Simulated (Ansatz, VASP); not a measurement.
Two plane-wave programs on SrC8

Contents of INCAR:

```
PREC = Accurate
ENCUT = 600
EDIFF = 1E-7
ISMEAR = 0
SIGMA = 0.1
LREAL = F
LASPH = T
NELM = 80
ALGO = Fast
ISIF = 3
LWAVE = F
LCHARG = F
GGA = PE
IBRION = 2
NSW = 90
EDIFFG = -0.04
```

Contents of KPOINTS:

```
regular mesh
0
Gamma
  6 6 4
```

The input POSCAR:

```
SrC8
1.0
    4.7057474600      0.0000000000      0.0000000000
   -2.3528737300      4.0752968400      0.0000000000
    0.0000000000      0.0000000000      5.7389392700
Sr C
1 8
Direct
    0.0000000000      0.0000000000      0.5000000000
    0.1664700200      0.3329400400      0.0000000000
    0.8335299800      0.1664700200      0.0000000000
    0.3329400400      0.1664700200      0.0000000000
    0.6670599600      0.8335299800      0.0000000000
    0.1664700200      0.8335299800      0.0000000000
    0.8335299800      0.6670599600      0.0000000000
    0.3333333300      0.6666666700      0.0000000000
    0.6666666700      0.3333333300      0.0000000000
```

Input for Ansatz:

```yaml
crystal:
  lattice:
    - [4.70574746, 0.0, 0.0]
    - [-2.35287373, 4.07529684, 0.0]
    - [0.0, 0.0, 5.73893927]
  atoms:
    - { symbol: Sr, position: [0.0, 0.0, 0.5] }
    - { symbol: C, position: [0.16647002, 0.33294004, 0.0] }
    - { symbol: C, position: [0.83352998, 0.16647002, 0.0] }
    - { symbol: C, position: [0.33294004, 0.16647002, 0.0] }
    - { symbol: C, position: [0.66705996, 0.83352998, 0.0] }
    - { symbol: C, position: [0.16647002, 0.83352998, 0.0] }
    - { symbol: C, position: [0.83352998, 0.66705996, 0.0] }
    - { symbol: C, position: [0.33333333, 0.66666667, 0.0] }
    - { symbol: C, position: [0.66666667, 0.33333333, 0.0] }
basis:
  ecutwfc: 420
kpoints:
  mp_grid: { grid: [6, 6, 4] }
hamiltonian:
  xc: pbe
scf:
  occupations: { method: gaussian, width: 0.1 }
  lower_state_search: "off"
output:
  forces: true
  stress: true
  eigenvalues: true
relax:
  adjacent_minimum: "off"
  f_tol: 0.04
  max_steps: 70
  cell: { stress_tol: 0.4 }
```

Change from the starting cell: species swapped into the CsC8 type (P6/mmm, No. 191).

Alike in both runs: task relaxation of cell and atoms; functional PBE; k mesh 6 × 6 × 4; occupations gaussian, width 0.1 eV; no spin polarisation.

```csv
,VASP,Ansatz
version,VASP 6.6.1,Ansatz 0.2.0
potentials or method,"VASP PAW PBE potentials, release 64 (Sr_sv, C), cutoff 600 eV","scalar-relativistic, plane waves, PAW"
valence electrons in the cell,42,42
```

|  | VASP | Ansatz | Ansatz less VASP |
| --- | --- | --- | --- |
| gap on the k mesh at the Fermi level, each at its own relaxed structure (eV) | none | none | - |
| relaxed volume (Å³/atom) | 11.82 | 11.82 | 0.000 |
| relaxed length of the cell vector where the two differ most in proportion (Å) | 4.923 | 4.933 | +0.0099 |

A gap of «none» marks a metal or a gap that the smearing closes.
